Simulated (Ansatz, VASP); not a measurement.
# MgO in VASP and in Ansatz

Contents of INCAR:

```
  PREC = Accurate
  ENCUT = 520
  EDIFF = 1E-7
  ISMEAR = -1
  SIGMA = 0.01
  LREAL = F
  LASPH = T
  NELM = 100
  ALGO = Normal
  ISIF = 2
  LWAVE = F
  LCHARG = T
  GGA = PS
  LELF = T
  LVHAR = T
  NBANDS = 11
```

File KPOINTS:

```
regular mesh
0
Gamma
  10 10 10
```

Contents of POSCAR:

```
MgO
1.0
    0.0000000000      2.1351500000      2.1351500000
    2.1351500000      0.0000000000      2.1351500000
    2.1351500000      2.1351500000      0.0000000000
Mg O
1 1
Direct
    0.0000000000      0.0000000000      0.0000000000
    0.5000000000      0.5000000000      0.5000000000
```

Input for Ansatz:

```yaml
crystal:
  lattice:
    - [0.0, 2.13515, 2.13515]
    - [2.13515, 0.0, 2.13515]
    - [2.13515, 2.13515, 0.0]
  atoms:
    - { symbol: Mg, position: [0.0, 0.0, 0.0] }
    - { symbol: O, position: [0.5, 0.5, 0.5] }
kpoints:
  mp_grid: { grid: [10, 10, 10] }
  band_path:
    path:
      - [0.0, 0.0, 0.0]
      - [0.5, 0.0, 0.5]
      - [0.625, 0.25, 0.625]
      - [0.375, 0.375, 0.75]
      - [0.0, 0.0, 0.0]
      - [0.5, 0.5, 0.5]
      - [0.5, 0.25, 0.75]
      - [0.5, 0.0, 0.5]
    npoints: 5
scf:
  occupations: { method: fermi_dirac, width: 0.01 }
hamiltonian:
  xc: pbesol
  pseudopotentials: { kind: all_electron, lapw: { basis_error: 0.0005 } }
output:
  forces: true
  stress: true
  eigenvalues: true
```

Alike in both runs: task single point; functional PBEsol; k mesh 10 × 10 × 10; occupations fermi-dirac, width 0.01 eV; no spin polarisation.

|  | VASP | Ansatz |
| --- | --- | --- |
| version | VASP 6.6.1 | Ansatz 0.2.0 |
| potentials or method | VASP PAW PBE potentials, release 64 (Mg, O), cutoff 520 eV | all-electron LAPW, scalar-relativistic |

```csv
,VASP,Ansatz,Ansatz less VASP
gap on the k mesh at the Fermi level (eV),4.25,4.25,+0.003
pressure (GPa),-6.3,-5.7,+0.62
```

VASP's potentials were made for PBE, not for PBEsol. Ansatz ran all-electron here, and VASP with PAW potentials.
